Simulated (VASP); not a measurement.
# Cu4Si3 (P-43m) in VASP: single point with PBE

Aim: the single point of Cu4Si3 with PBE.

Everything below comes from runs of VASP 6.6.1. Logs are shortened: lines on timing, memory, paths and dates and some standing lists are left out, and cuts for length are marked.

## Step 1: The cell of the first run

It takes space group P-43m (No. 215, cubic). The conventional cell has a = 4.699 Å, b = 4.699 Å, c = 4.699 Å, α = 90.00°, β = 90.00°, γ = 90.00°. Si (site symmetry -42m) has 4 Cu at 2.12 Å within 2.8 Å. Cu (site symmetry 3m) has 3 Si at 2.12 Å within 2.8 Å.

The cell was built from a structure type or drawn by symmetry, and may not be a known phase.

## Step 2: Single point, PBE

The input, INCAR:

```
SYSTEM = Cu4Si3
PREC = Accurate ; ENCUT = 600
EDIFF = 1E-6 ; ISMEAR = 0
SIGMA = 0.1 ; LREAL = .False.
LASPH = .True. ; NELM = 120
ALGO = Normal ; ISIF = 2
LWAVE = .False. ; LCHARG = .False.
GGA = PE ; NBANDS = 37
GGA_COMPAT = .False.
```

The input, KPOINTS:

```
regular mesh
0
Gamma
  4 4 4
  0 0 0
```

The input, POSCAR:

```
Cu4Si3
1.0
    4.6985407000      0.0000000000      0.0000000000
    0.0000000000      4.6985407000      0.0000000000
    0.0000000000      0.0000000000      4.6985407000
Si Cu
3 4
Direct
    0.0000000000      0.0000000000      0.5000000000
    0.5000000000      0.0000000000      0.0000000000
    0.0000000000      0.5000000000      0.0000000000
    0.7237776700      0.2762223300      0.2762223300
    0.2762223300      0.7237776700      0.2762223300
    0.2762223300      0.2762223300      0.7237776700
    0.7237776700      0.7237776700      0.7237776700
```

Potentials or basis: VASP PAW PBE potentials, release 64 (Si, Cu).

The run is started by

```
cat potpaw_PBE.64/Si/POTCAR potpaw_PBE.64/Cu/POTCAR > POTCAR
mpirun -np 1 vasp_std > vasp.out
```

OUTCAR:

```text
SYSTEM = Cu4Si3
   PREC = Accurate
   ENCUT = 600
   EDIFF = 1E-6
   ISMEAR = 0
   LREAL = .False.
   LASPH = .True.
   NELM = 120
   ISIF = 2
   GGA = PE

 ion  position               nearest neighbor table
   1  0.000  0.000  0.500-   4 2.12   5 2.12   6 2.12   7 2.12
   2  0.500  0.000  0.000-   4 2.12   5 2.12   6 2.12   7 2.12
   3  0.000  0.500  0.000-   4 2.12   5 2.12   6 2.12   7 2.12
   4  0.724  0.276  0.276-   1 2.12   2 2.12   3 2.12
   5  0.276  0.724  0.276-   1 2.12   2 2.12   3 2.12
   6  0.276  0.276  0.724-   1 2.12   2 2.12   3 2.12
   7  0.724  0.724  0.724-   1 2.12   2 2.12   3 2.12

  LATTYP: Found a simple cubic cell.
 ALAT       =     4.6985407000

  Lattice vectors:

 A1 = (   4.6985407000,   0.0000000000,   0.0000000000)
 A2 = (   0.0000000000,   4.6985407000,   0.0000000000)
 A3 = (   0.0000000000,   0.0000000000,   4.6985407000)

Analysis of symmetry for initial positions (statically):
=====================================================================
 Subroutine PRICEL returns:
 Original cell was already a primitive cell.

 Routine SETGRP: Setting up the symmetry group for a
 simple cubic supercell.

 Subroutine GETGRP returns: Found 24 space group operations
 (whereof 24 operations were pure point group operations)
 out of a pool of 48 trial point group operations.

The static configuration has the point symmetry T_d .

Analysis of symmetry for dynamics (positions and initial velocities):
=====================================================================
 Subroutine PRICEL returns:
 Original cell was already a primitive cell.

 Routine SETGRP: Setting up the symmetry group for a
 simple cubic supercell.

 Subroutine GETGRP returns: Found 24 space group operations
 (whereof 24 operations were pure point group operations)
 out of a pool of 48 trial point group operations.

The dynamic configuration has the point symmetry T_d .

 Subroutine INISYM returns: Found 24 space group operations
 (whereof 24 operations are pure point group operations),
 and found     1 'primitive' translations

----------------------------------------------------------------------------------------

                                     Primitive cell

  volume of cell :     103.7263

  direct lattice vectors                    reciprocal lattice vectors
     4.698540700  0.000000000  0.000000000     0.212832040  0.000000000  0.000000000
     0.000000000  4.698540700  0.000000000     0.000000000  0.212832040  0.000000000
     0.000000000  0.000000000  4.698540700     0.000000000  0.000000000  0.212832040

  length of vectors
     4.698540700  4.698540700  4.698540700     0.212832040  0.212832040  0.212832040

  position of ions in fractional coordinates (direct lattice)
     0.000000000  0.000000000  0.500000000
     0.500000000  0.000000000  0.000000000
     0.000000000  0.500000000  0.000000000
     0.723777670  0.276222330  0.276222330
     0.276222330  0.723777670  0.276222330
     0.276222330  0.276222330  0.723777670
     0.723777670  0.723777670  0.723777670

  ion indices of the primitive-cell ions
   primitive index   ion index
                 1           1
                 2           2
                 3           3
                 4           4
                 5           5
                 6           6
                 7           7

----------------------------------------------------------------------------------------

 KPOINTS: regular mesh

Automatic generation of k-mesh.
 Grid dimensions read from file:
 generate k-points for:    4    4    4

 Generating k-lattice:

  Cartesian coordinates                     Fractional coordinates (reciprocal lattice)
     0.053208010  0.000000000  0.000000000     0.250000000  0.000000000  0.000000000
     0.000000000  0.053208010  0.000000000     0.000000000  0.250000000  0.000000000
     0.000000000  0.000000000  0.053208010     0.000000000  0.000000000  0.250000000

  Length of vectors
     0.053208010  0.053208010  0.053208010

  Shift w.r.t. Gamma in fractional coordinates (k-lattice)
     0.000000000  0.000000000  0.000000000

 Subroutine IBZKPT returns following result:
 ===========================================

 Found     10 irreducible k-points:

 Following reciprocal coordinates:
            Coordinates               Weight
  0.000000  0.000000  0.000000      1.000000
  0.250000  0.000000  0.000000      6.000000
  0.500000  0.000000  0.000000      3.000000
  0.250000  0.250000  0.000000     12.000000
  0.500000  0.250000  0.000000     12.000000
  0.500000  0.500000  0.000000      3.000000
  0.250000  0.250000  0.250000      8.000000
  0.500000  0.250000  0.250000     12.000000
  0.500000  0.500000  0.250000      6.000000
  0.500000  0.500000  0.500000      1.000000
   k-points           NKPTS =     10   k-points in BZ     NKDIM =     10   number of bands    NBANDS=     37
   number of dos      NEDOS =    301   number of ions     NIONS =      7
   total plane-waves  NPLWV =  64000
   dimension x,y,z NGX =    40 NGY =   40 NGZ =   40
   dimension x,y,z NGXF=    80 NGYF=   80 NGZF=   80
   ions per type =               3   4
   NGX,Y,Z   is equivalent  to a cutoff of  14.15, 14.15, 14.15 a.u.
   NGXF,Y,Z  is equivalent  to a cutoff of  28.31, 28.31, 28.31 a.u.
 SYSTEM =  Cu4Si3
   PREC   = accura    normal or accurate (medium, high low for compatibility)
   ISTART =      0    job   : 0-new  1-cont  2-samecut
   ICHARG =      2    charge: 1-file 2-atom 10-const
   ISPIN  =      1    spin polarized calculation?
   LNONCOLLINEAR =      F non collinear calculations
   LSORBIT =      F    spin-orbit coupling
   LASPH  =      T    aspherical Exc in radial PAW
   ENCUT  =  600.0 eV  44.10 Ry    6.64 a.u.   9.38  9.38  9.38*2*pi/ulx,y,z
   NELM   =    120;   NELMIN=  2; NELMDL= -5     # of ELM steps
   EDIFF  = 0.1E-05   stopping-criterion for ELM
   LREAL  =      F    real-space projection
   EDIFFG = 0.1E-04   stopping-criterion for IOM
   NSW    =      0    number of steps for IOM
   IBRION =     -1    ionic relax: 0-MD 1-quasi-New 2-CG
   NFREE  =      0    steps in history (QN), initial steepest desc. (CG)
   ISIF   =      2    stress and relaxation
   ISYM   =      2    0-nonsym 1-usesym 2-fastsym
   POTIM  = 0.5000    time-step for ionic-motion
   TEBEG  =    0.0;   TEEND  =   0.0 temperature during run
   PSTRESS=    0.0 pullay stress
   NELECT =      56.0000    total number of electrons
   NUPDOWN=      -1.0000    fix difference up-down
   EMIN   =  10.00;   EMAX   =-10.00  energy-range for DOS
   EFERMI =   0.00;   METHOD = LEGACY
   ISMEAR =     0;   SIGMA  =   0.10  broadening in eV -4-tet -1-fermi 0-gaus
   EFERMI_NEDOS =   21; number of points for ismear=-14 and -15
   IALGO  =     38    algorithm
   IMIX   =      4    mixing-type and parameters
     AMIX     =   0.40;   BMIX     =  1.00
     AMIX_MAG =   1.60;   BMIX_MAG =  1.00
  volume/ion in A,a.u.               =      14.82       100.00
  Fermi-wavevector in a.u.,A,eV,Ry     =   1.333034  2.519069 24.177271  1.776979
  Thomas-Fermi vector in A             =   2.461923
   LORBIT       =      0    0 simple, 1 ext, 2 COOP (PROOUT), +10 PAW based schemes
   GGA     = PE    functional components
   LHFCALC =     F    Hartree Fock is set to
   AEXX    =    0.0000 exact exchange contribution
   IVDW    =     0    specifies the selected vdW correction
   LEPSILON=     F    determine dielectric tensor
   LRPA    =     F    only Hartree local field effects (RPA)
 non-spin polarized calculation
 Gauss-broadening in eV      SIGMA  =   0.10
  energy-cutoff  :      600.00
  volume of cell :      103.73
 maximum number of plane-waves:      3468
 NGX is ok and might be reduce to    40
   NGX = 19   NGY = 19   NGZ = 19

 number of electron      56.0000005 magnetization

 Free energy of the ion-electron system (eV)
  ---------------------------------------------------
  ext. energy  EPLUGINS =         0.00000000
  ---------------------------------------------------
  free energy    TOTEN  =       -25.44610784 eV

  energy without entropy =      -25.39860203  energy(sigma->0) =      -25.42235493

 E-fermi :   7.2084     XC(G=0): -11.0912

 val. band max:        7.2000659038   @ k =   0.5000   0.2500   0.2500
 cond. band min:       7.2183141498   @ k =   0.2500   0.0000   0.0000
 fundamental gap:      0.0182482460
 Fermi energy:         7.2084048386

 k-point     1 :       0.0000    0.0000    0.0000
  band No.  band energies     occupation
      1      -4.3835      2.00000
      2      -0.4291      2.00000
      3      -0.4291      2.00000
      4       1.2108      2.00000
      5       1.2108      2.00000
      6       1.2108      2.00000
[... 29 lines left out ...]
     36      12.3268      0.00000
     37      12.4568      0.00000

 k-point     2 :       0.2500    0.0000    0.0000
  band No.  band energies     occupation
      1      -4.0194      2.00000
      2      -1.3304      2.00000
      3      -0.4295      2.00000
      4       1.3878      2.00000
      5       1.4420      2.00000
      6       1.4420      2.00000
[... 29 lines left out ...]
     36      13.4256      0.00000
     37      13.4256      0.00000

 k-point     3 :       0.5000    0.0000    0.0000
  band No.  band energies     occupation
      1      -3.2493      2.00000
      2      -2.5256      2.00000
      3      -0.4299      2.00000
      4       1.5175      2.00000
      5       1.7740      2.00000
      6       1.7740      2.00000
[... 29 lines left out ...]
     36      12.2090      0.00000
     37      12.9729      0.00000
[... 201 lines left out ...]
 k-point     9 :       0.5000    0.5000    0.2500
  band No.  band energies     occupation
      1      -1.8796      2.00000
      2      -1.8453      2.00000
      3      -1.8453      2.00000
      4       1.0483      2.00000
      5       1.5319      2.00000
      6       1.6820      2.00000
[... 29 lines left out ...]
     36      13.7068      0.00000
     37      15.2249      0.00000

 k-point    10 :       0.5000    0.5000    0.5000
  band No.  band energies     occupation
      1      -1.6706      2.00000
      2      -1.6706      2.00000
      3      -1.6706      2.00000
      4       1.0250      2.00000
      5       1.4608      2.00000
      6       1.4608      2.00000
[... 29 lines left out ...]
     36      14.6402      0.00000
     37      15.3189      0.00000

------------------------ aborting loop because EDIFF is reached ----------------------------------------

  FORCE on cell =-STRESS in cart. coord.  units (eV):
  Direction    XX          YY          ZZ          XY          YZ          ZX
  --------------------------------------------------------------------------------------
  -------------------------------------------------------------------------------------
  Total       15.0661293     15.0661293     15.0661293     -0.0000000     -0.0000000      0.0000000
  in kB      232.7144198    232.7144198    232.7144198     -0.0000000     -0.0000000      0.0000000
  external PRESSURE =     232.7144198 kB  Pullay stress =       0.0000000 kB

 VOLUME and BASIS-vectors are now :
 -----------------------------------------------------------------------------
  energy-cutoff  :      600.00
  volume of cell :      103.73
      direct lattice vectors                 reciprocal lattice vectors
     4.698540700  0.000000000  0.000000000     0.212832040  0.000000000  0.000000000
     0.000000000  4.698540700  0.000000000     0.000000000  0.212832040  0.000000000
     0.000000000  0.000000000  4.698540700     0.000000000  0.000000000  0.212832040

 POSITION                                       TOTAL-FORCE (eV/Angst)
 -----------------------------------------------------------------------------------
      0.00000      0.00000      2.34927         0.000000      0.000000      0.000000
      2.34927      0.00000      0.00000         0.000000      0.000000     -0.000000
      0.00000      2.34927      0.00000         0.000000      0.000000     -0.000000
      3.40070      1.29784      1.29784        -2.066578      2.066578      2.066578
      1.29784      3.40070      1.29784         2.066578     -2.066578      2.066578
      1.29784      1.29784      3.40070         2.066578      2.066578     -2.066578
      3.40070      3.40070      3.40070        -2.066578     -2.066578     -2.066578
 -----------------------------------------------------------------------------------
    total drift:                               -0.000000     -0.000000      0.000000

  FREE ENERGIE OF THE ION-ELECTRON SYSTEM (eV)
  ---------------------------------------------------
  free  energy   TOTEN  =       -25.4461078354 eV

  energy  without entropy=      -25.3986020343  energy(sigma->0) =      -25.42235493
```

Wall time 52 s (1 thread of Intel Xeon Platinum 8259CL at 2.50GHz (Skylake/Cascade Lake), shared host); peak memory 0.24 GiB.

What came out:

| Quantity | Value |
| --- | --- |
| Free energy | -25.4461 eV |
| Pressure | 23.3 GPa |
| Largest force | 3.579 eV/Å |
| Band gap on the k mesh | zero (bands 28 and 29 overlap by 0.65 eV) |

Forces on the atoms (eV/Å):
```
Si   0.000  0.000  0.000
Si   0.000  0.000  0.000
Si   0.000  0.000  0.000
Cu  -2.067  2.067  2.067
Cu   2.067 -2.067  2.067
Cu   2.067  2.067 -2.067
Cu  -2.067 -2.067 -2.067
```

Caveat: the cell stands under pressure; forces of over 1 eV/Å act on the atoms, so gaps and moduli don't describe the material at rest.
